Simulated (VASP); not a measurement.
Set up this calculation in VASP 6.6.1, as the native input.

```yaml
Task: single point
Functional: PBE
Dispersion: D3(BJ)
Potentials_or_basis: VASP PAW PBE potentials, release 64 (Si)
Cutoff: 520 eV
k_mesh: 1 × 1 × 1
Occupations: gaussian, width 0.02 eV
Spin: no spin polarisation
Dipole_correction: no
Further_INCAR_settings: LREAL = Auto; ALGO = Normal; EDIFF = 1e-07; NBANDS = 163
```

The structure of Si (a cell with a defect) lies in POSCAR:

```
Si
1.0
   10.8600000000      0.0000000000      0.0000000000
    0.0000000000     10.8600000000      0.0000000000
    0.0000000000      0.0000000000     10.8600000000
Si
63
Direct
    0.5001243379     -0.0004758323      0.0003697801
    0.6264429689      0.1238935534      0.1247111948
    0.7539765373      0.2496000679      0.0022300644
    0.8771332759      0.3758295969      0.1294518175
    0.7539865553      0.0014535976      0.2504622887
    0.8771575341      0.1286704226      0.3766977641
    0.0004729776     -0.0004745968      0.0003823313
    0.1238989901      0.1291856119      0.1300123295
    0.2462327681      0.2498435567     -0.0019769653
    0.3726209158      0.3734079938      0.1226897113
    0.5009613894      0.4995239215      0.0003540349
    0.6282364707      0.6259009906      0.1236938058
    0.7539858753      0.7494494627     -0.0015567865
    0.8768996221      0.8696345833      0.1302671390
    0.2462516651     -0.0027848736      0.2506774843
    0.3726212561      0.1218996729      0.3742413526
    0.4954304849      0.2458575518      0.2466712033
    0.6185809309      0.3709514348      0.3717869071
    0.7471711443      0.4977307209      0.2530869785
    0.8705237854      0.5999636859      0.3998070179
    0.5009242880     -0.0004979521      0.5003821353
    0.6282246974      0.1228443319      0.6267208278
    0.7471542463      0.2522736591      0.4985873484
    0.8704688399      0.3990676464      0.6008334946
    0.7540095165     -0.0023716997      0.7502805212
    0.8769589531      0.1294479582      0.8704457410
    0.0000348100      0.4995340955      0.0003534607
    0.1227499287      0.6231189027      0.1297613163
    0.2462535385      0.7492169523      0.0026383975
    0.3738456600      0.8750964912      0.1247730688
    0.0045011117      0.2629025956      0.2637096796
    0.1301132508      0.3956492472      0.3963545004
    0.2531796881      0.5008148004      0.2523792668
    0.3808444814      0.6276400128      0.3722718939
    0.5040486038      0.7527558400      0.2471441461
    0.6282365278      0.8761861967      0.3740078659
    0.0000159718     -0.0004960398      0.5003627413
    0.1227219673      0.1289661292      0.6239139047
    0.2530958524      0.2515983019      0.5015702490
    0.3807977374      0.3714175563      0.6284354630
    0.5000564848      0.4995054154      0.5003563343
    0.6185793420      0.6280962768      0.6288952009
    0.7472030073      0.7467204555      0.5021042776
    0.8771309854      0.8703686293      0.6240318822
    0.2462519148      0.0018782543      0.7500298116
    0.3738705338      0.1239640367      0.8759380387
    0.5040371830      0.2463212378      0.7535489035
    0.6282310338      0.3731784845      0.8769983041
    0.7471663009      0.5013242994      0.7476070920
    0.8771646039      0.6232193541      0.8712294112
   -0.0046527327      0.7349395922      0.2649276104
    0.1227278863      0.8701056348      0.3767579800
    0.1301192961      0.6034533122      0.6043449998
    0.2530921605      0.7474529190      0.4990868460
    0.3725734331      0.8771355765      0.6264602169
   -0.0046694104      0.2641464741      0.7357326110
    0.1227277164      0.3759532282      0.8709199838
    0.2531691090      0.4982727571      0.7483446035
    0.3726702238      0.6256660445      0.8779837061
    0.4954459206      0.7532276633      0.7540089041
    0.6264447995      0.8751876450      0.8759935768
    0.0045159085      0.7361753344      0.7370010095
    0.1239016432      0.8699152265      0.8707037202
```

The input as run:

INCAR

```
SYSTEM = Si
  ALGO = Normal
  EDIFF = 1E-7
  ENCUT = 520
  GGA = PE
  ISIF = 2
  ISMEAR = 0
  IVDW = 12
  LASPH = .True.
  LCHARG = .False.
  LREAL = Auto
  LWAVE = .False.
  NBANDS = 163
  NELM = 100
  PREC = Accurate
  SIGMA = 0.02
```

KPOINTS

```
k-points
0
Gamma
  1 1 1
  0 0 0
```

Potentials or basis: VASP PAW PBE potentials, release 64 (Si).

The run is started by

```console
$ cat potpaw_PBE.64/Si/POTCAR > POTCAR
$ mpirun -np 1 vasp_gam > vasp.out
```

It gave:

The pressure is -0.9 GPa and the largest force is 0.039 eV/Å. The dispersion energy per atom is -0.317 eV.

Caveat: the k points lie up to 0.58 Å⁻¹ apart.

Run time: 8.8 min on 1 thread of Intel(R) Xeon(R) Platinum 8488C (Sapphire Rapids) (shared host), peak memory 0.99 GiB.
